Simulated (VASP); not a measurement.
The system is Mg5CdTe6.

```
Mg Cd Te
1.0
     4.20917    0.00000    0.00000
     0.00000    4.20917    0.00000
     0.00000    0.00000   17.85799
Mg Cd Te
5 1 6
Cartesian
  0.0000 0.0000 11.9053
  2.1046 2.1046 14.8817
  2.1046 2.1046 2.9763
  0.0000 0.0000 5.9527
  2.1046 2.1046 8.9290
  0.0000 0.0000 0.0000
  2.1046 0.0000 13.3935
  0.0000 2.1046 16.3698
  2.1046 0.0000 1.4882
  0.0000 2.1046 4.4645
  2.1046 0.0000 7.4408
  0.0000 2.1046 10.4172
```

```yaml
Program: VASP 6.6.1
Task: relaxation of cell and atoms
Functional: PBE
Potentials_or_basis: VASP PAW PBE potentials, release 64 (Mg, Cd, Te)
Cutoff: 600 eV
k_mesh: 4 × 4 × 1
Occupations: gaussian, width 0.1 eV
Spin: no spin polarisation
```

At the start: pressure 17.4 GPa; volume 26.37 Å³/atom.

Problem. How do energy, volume and symmetry change on relaxing?

Solution. Over 9 steps the energy falls by 361.7 meV/atom and the volume is 34.77 Å³/atom (+31.9 %); space group P-4m2 (No. 115, to 0.1 Å) before and after.

Step by step:
```
step  energy change (eV)  largest force (eV/Å)  pressure (GPa)  volume (Å³)
   1              0.0000                0.9657           17.40       316.39
   2             -3.8333                0.1016           -3.00       466.42
   3             -4.3342                0.0865            0.18       415.66
   4             -4.3354                0.0877           -0.03       418.17
   5             -4.3366                0.0703           -0.03       418.13
   6             -4.3389                0.0443           -0.03       417.99
   7             -4.3382                0.1019           -0.01       417.70
   8             -4.3395                0.0682           -0.02       417.88
   9             -4.3403                0.0358            0.02       417.30
```

Final structure:
```xyz
12
Lattice="4.6363 0.0000 0.0000 0.0000 4.6363 0.0000 0.0000 0.0000 19.4132" Properties=species:S:1:pos:R:3 pbc="T T T"
Mg    4.6363    0.0000   12.9416
Mg    2.3182    2.3182   16.1513
Mg    2.3182    2.3182    3.2619
Mg    0.0000    0.0000    6.4716
Mg    2.3182    2.3182    9.7066
Cd    0.0000    0.0000    0.0000
Te    2.3182    0.0000   14.5522
Te    4.6363    2.3182   17.7391
Te    2.3182    4.6363    1.6741
Te    0.0000    2.3182    4.8610
Te    2.3182    0.0000    8.0888
Te    4.6363    2.3182   11.3244
```

Caveat: the volume moved by over 15 % at a fixed basis, so the end points are rough.
